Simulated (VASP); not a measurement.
# MgO (P3m1) in VASP: single point with LDA

Aim: the single point of MgO with LDA.

Program: VASP 6.6.1. These are calculated values, not measurements. Logs are shortened: lines on timing, memory, paths and dates and some standing lists are left out, and cuts for length are marked.

### 1 The cell of the first run

Symmetry: P3m1, No. 156, trigonal system. The conventional cell has a = 2.942 Å, b = 2.942 Å, c = 14.165 Å, α = 90.00°, β = 90.00°, γ = 120.00°. Mg (site symmetry 3m) has 6 O at 2.08 Å within 2.8 Å. Within 2.8 Å of Mg (site symmetry 3m) lie 6 O at 2.08 Å. Mg (site symmetry 3m) has 6 O at 2.08 Å within 2.8 Å. Within 2.8 Å of Mg (site symmetry 3m) lie 6 O at 2.08 Å and 3 Mg at 2.74 Å. Mg (site symmetry 3m) has 6 O at 2.08 Å within 2.8 Å. Mg (site symmetry 3m) has 6 O at 1.95 to 2.08 Å within 2.6 Å. O (site symmetry 3m) has 6 Mg at 2.08 Å within 2.8 Å. O (site symmetry 3m) has 6 Mg at 2.08 Å and 3 O at 2.74 Å within 2.8 Å.

### 2 Single point, LDA

Input file INCAR:

```
SYSTEM = MgO
PREC = Accurate
ENCUT = 840
EDIFF = 1E-6
ISMEAR = 0
SIGMA = 0.05
LREAL = .FALSE.
LASPH = .TRUE.
NELM = 120
ALGO = Normal
ISIF = 2
LWAVE = .FALSE.
LCHARG = .TRUE.
GGA = CA
LELF = .TRUE.
LVHAR = .TRUE.
NBANDS = 60
GGA_COMPAT = .FALSE.
```

Input file KPOINTS:

```
Automatic mesh
0
G
  9 9 2
  0 0 0
```

Input file POSCAR:

```
MgO
1.0
    2.0806186598     -2.0806186598      0.0000000000
    2.0806186598      0.0000000000     -2.0806186598
    8.1781370718      8.1781370718      8.1781370718
Mg O
6 6
Direct
    1.0000000000      0.0000000000      0.3816184496
    0.3333333333      0.3333333333      0.2120102498
    0.6666666667      0.6666666667      0.5512266494
    1.0000000000      1.0000000000      0.8904430490
    0.3333333333      0.3333333333      0.7208348492
    0.6666666667      0.6666666667      0.0424020500
    0.6666666667      0.6666666667      0.2968143497
    0.0000000000      0.0000000000      0.1272061499
    0.3333333333      0.3333333333      0.4664225495
    0.6666666667      0.6666666667      0.8056389491
    1.0000000000      1.0000000000      0.6360307493
    0.3333333333      0.3333333333      0.9752471489
```

Potentials or basis: VASP PAW LDA potentials, release 64 (Mg_sv, O).

On the command line:

```
$ cat potpaw_LDA.64/Mg_sv/POTCAR potpaw_LDA.64/O/POTCAR > POTCAR
$ mpirun -np 1 vasp_std > vasp.out
```

OUTCAR:

```text
SYSTEM = MgO
   PREC = Accurate
   ENCUT = 840
   EDIFF = 1E-6
   ISMEAR = 0
   LREAL = .FALSE.
   LASPH = .TRUE.
   NELM = 120
   ISIF = 2
   GGA = CA

 ion  position               nearest neighbor table
   1  0.000  0.000  0.382-   7 2.08   9 2.08   7 2.08   7 2.08   9 2.08   9 2.08
   2  0.333  0.333  0.212-   7 2.08   7 2.08   8 2.08   8 2.08   8 2.08   7 2.08
   3  0.667  0.667  0.551-   9 2.08   9 2.08  11 2.08  11 2.08  11 2.08   9 2.08
   4  0.000  0.000  0.890-  10 2.08  12 2.08  10 2.08  10 2.08  12 2.08  12 2.08
   5  0.333  0.333  0.721-  10 2.08  10 2.08  11 2.08  11 2.08  11 2.08  10 2.08
   6  0.667  0.667  0.042-  12 1.95  12 1.95  12 1.95   8 2.08   8 2.08   8 2.08
   7  0.667  0.667  0.297-   2 2.08   2 2.08   1 2.08   1 2.08   1 2.08   2 2.08
   8  0.000  0.000  0.127-   6 2.08   2 2.08   6 2.08   6 2.08   2 2.08   2 2.08
   9  0.333  0.333  0.466-   3 2.08   3 2.08   1 2.08   1 2.08   1 2.08   3 2.08
  10  0.667  0.667  0.806-   5 2.08   5 2.08   4 2.08   4 2.08   4 2.08   5 2.08
  11  0.000  0.000  0.636-   3 2.08   5 2.08   3 2.08   3 2.08   5 2.08   5 2.08
  12  0.333  0.333  0.975-   6 1.95   6 1.95   6 1.95   4 2.08   4 2.08   4 2.08

  LATTYP: Found a hexagonal cell.
 ALAT       =     2.9424391268
 C/A-ratio  =     4.8140159606

  Lattice vectors:

 A1 = (  -2.0806186598,   0.0000000000,   2.0806186598)
 A2 = (   2.0806186598,  -2.0806186598,   0.0000000000)
 A3 = (   8.1781370718,   8.1781370718,   8.1781370718)

Analysis of symmetry for initial positions (statically):
=====================================================================
 Subroutine PRICEL returns:
 Original cell was already a primitive cell.

 Routine SETGRP: Setting up the symmetry group for a
 hexagonal supercell.

 Subroutine GETGRP returns: Found  6 space group operations
 (whereof  6 operations were pure point group operations)
 out of a pool of 24 trial point group operations.

The static configuration has the point symmetry C_3v.

Analysis of symmetry for dynamics (positions and initial velocities):
=====================================================================
 Subroutine PRICEL returns:
 Original cell was already a primitive cell.

 Routine SETGRP: Setting up the symmetry group for a
 hexagonal supercell.

 Subroutine GETGRP returns: Found  6 space group operations
 (whereof  6 operations were pure point group operations)
 out of a pool of 24 trial point group operations.

[... 129 lines left out ...]
   PSTRESS=    0.0 pullay stress
   NELECT =      96.0000    total number of electrons
   NUPDOWN=      -1.0000    fix difference up-down
   EMIN   =  10.00;   EMAX   =-10.00  energy-range for DOS
   EFERMI =   0.00;   METHOD = LEGACY
   ISMEAR =     0;   SIGMA  =   0.05  broadening in eV -4-tet -1-fermi 0-gaus
   EFERMI_NEDOS =   21; number of points for ismear=-14 and -15
   IALGO  =     38    algorithm
   IMIX   =      4    mixing-type and parameters
     AMIX     =   0.40;   BMIX     =  1.00
     AMIX_MAG =   1.60;   BMIX_MAG =  1.00
  volume/ion in A,a.u.               =       8.85        59.73
  Fermi-wavevector in a.u.,A,eV,Ry     =   1.582869  2.991189 34.089057  2.505475
  Thomas-Fermi vector in A             =   2.682727
   LORBIT       =      0    0 simple, 1 ext, 2 COOP (PROOUT), +10 PAW based schemes
   GGA     = CA    functional components
   LHFCALC =     F    Hartree Fock is set to
   AEXX    =    0.0000 exact exchange contribution
   IVDW    =     0    specifies the selected vdW correction
   LEPSILON=     F    determine dielectric tensor
   LRPA    =     F    only Hartree local field effects (RPA)
 non-spin polarized calculation
 Gauss-broadening in eV      SIGMA  =   0.05
  energy-cutoff  :      840.00
  volume of cell :      106.21
 maximum number of plane-waves:      5902
   NGX = 13   NGY = 13   NGZ = 67

 number of electron      95.9999999 magnetization

 Free energy of the ion-electron system (eV)
  ---------------------------------------------------
  ext. energy  EPLUGINS =         0.00000000
  ---------------------------------------------------
  free energy    TOTEN  =       -78.99563827 eV

  energy without entropy =      -78.99563827  energy(sigma->0) =      -78.99563827

 E-fermi :   3.7631     XC(G=0): -12.2133

 val. band max:        3.4688929799   @ k =   0.0000   0.0000   0.0000
 cond. band min:       8.0231922966   @ k =   0.0000   0.0000   0.0000
 fundamental gap:      4.5542993168
 Fermi energy:         3.7631477054

 k-point     1 :       0.0000    0.0000    0.0000
  band No.  band energies     occupation
      1     -68.9417      2.00000
      2     -68.5684      2.00000
      3     -68.2590      2.00000
      4     -67.9495      2.00000
      5     -67.8196      2.00000
      6     -67.6418      2.00000
[... 1501 lines left out ...]
     59      15.4667      0.00000
     60      15.5618      0.00000

------------------------ aborting loop because EDIFF is reached ----------------------------------------

  FORCE on cell =-STRESS in cart. coord.  units (eV):
  Direction    XX          YY          ZZ          XY          YZ          ZX
  --------------------------------------------------------------------------------------
  -------------------------------------------------------------------------------------
  Total        2.8989238      2.8989238      2.8989238      0.8749789      0.8749789      0.8749789
  in kB       43.7307334     43.7307334     43.7307334     13.1991985     13.1991985     13.1991985
  external PRESSURE =      43.7307334 kB  Pullay stress =       0.0000000 kB

 VOLUME and BASIS-vectors are now :
 -----------------------------------------------------------------------------
  energy-cutoff  :      840.00
  volume of cell :      106.21
      direct lattice vectors                 reciprocal lattice vectors
     2.080618660 -2.080618660  0.000000000     0.160208759 -0.320417518  0.160208759
     2.080618660  0.000000000 -2.080618660     0.160208759  0.160208759 -0.320417518
     8.178137072  8.178137072  8.178137072     0.040759079  0.040759079  0.040759079

 POSITION                                       TOTAL-FORCE (eV/Angst)
 -----------------------------------------------------------------------------------
      3.12093      3.12093      3.12093        -0.146475     -0.146475     -0.146475
      3.12093      1.04031      1.04031        -0.136042     -0.136042     -0.136042
      7.28217      3.12093      3.12093        -0.147165     -0.147165     -0.147165
      7.28217      7.28217      7.28217        -0.518484     -0.518484     -0.518484
      7.28217      5.20155      5.20155        -0.144053     -0.144053     -0.144053
      3.12093     -1.04031     -1.04031         1.731005      1.731005      1.731005
      5.20155      1.04031      1.04031         0.146197      0.146197      0.146197
      1.04031      1.04031      1.04031         0.246347      0.246347      0.246347
      5.20155      3.12093      3.12093         0.146313      0.146313      0.146313
      9.36278      5.20155      5.20155         0.132661      0.132661      0.132661
      5.20155      5.20155      5.20155         0.146567      0.146567      0.146567
      9.36278      7.28217      7.28217        -1.456871     -1.456871     -1.456871
 -----------------------------------------------------------------------------------
    total drift:                                0.000282      0.000282      0.000282

  FREE ENERGIE OF THE ION-ELECTRON SYSTEM (eV)
  ---------------------------------------------------
  free  energy   TOTEN  =       -78.9956382685 eV

  energy  without entropy=      -78.9956382685  energy(sigma->0) =      -78.99563827
```

Wall time 4.5 min (1 thread of AMD EPYC 7R13 (Zen 3), shared host); peak memory 0.35 GiB.

Results:

| Quantity | Value |
| --- | --- |
| Free energy | -78.9956 eV |
| Pressure | 4.4 GPa |
| Largest force | 2.998 eV/Å |
| Band gap on the k mesh | 4.55 eV |

Forces in eV/Å, atoms in the order of the input:
```
Mg  -0.146 -0.146 -0.146
Mg  -0.136 -0.136 -0.136
Mg  -0.147 -0.147 -0.147
Mg  -0.518 -0.518 -0.518
Mg  -0.144 -0.144 -0.144
Mg   1.731  1.731  1.731
O    0.146  0.146  0.146
O    0.246  0.246  0.246
O    0.146  0.146  0.146
O    0.133  0.133  0.133
O    0.147  0.147  0.147
O   -1.457 -1.457 -1.457
```

Stress tensor (GPa, compression positive):
```
4.37 1.32 1.32
1.32 4.37 1.32
1.32 1.32 4.37
```

Levels at points of the mesh, in eV from the valence-band top:
| k point | band 46 | band 47 | band 48 | band 49 | band 50 | band 51 |
| --- | --- | --- | --- | --- | --- | --- |
| (0.00, 0.00, 0.00) | -0.29 | 0.00 | 0.00 | 4.55 | 5.93 | 6.18 |
| (0.00, 0.00, 0.50) | -0.40 | 0.00 | 0.00 | 4.80 | 5.34 | 6.77 |

Caveat: the cell stands under pressure; forces of over 1 eV/Å act on the atoms, so gaps and moduli don't describe the material at rest. A k mesh can miss the band edges.
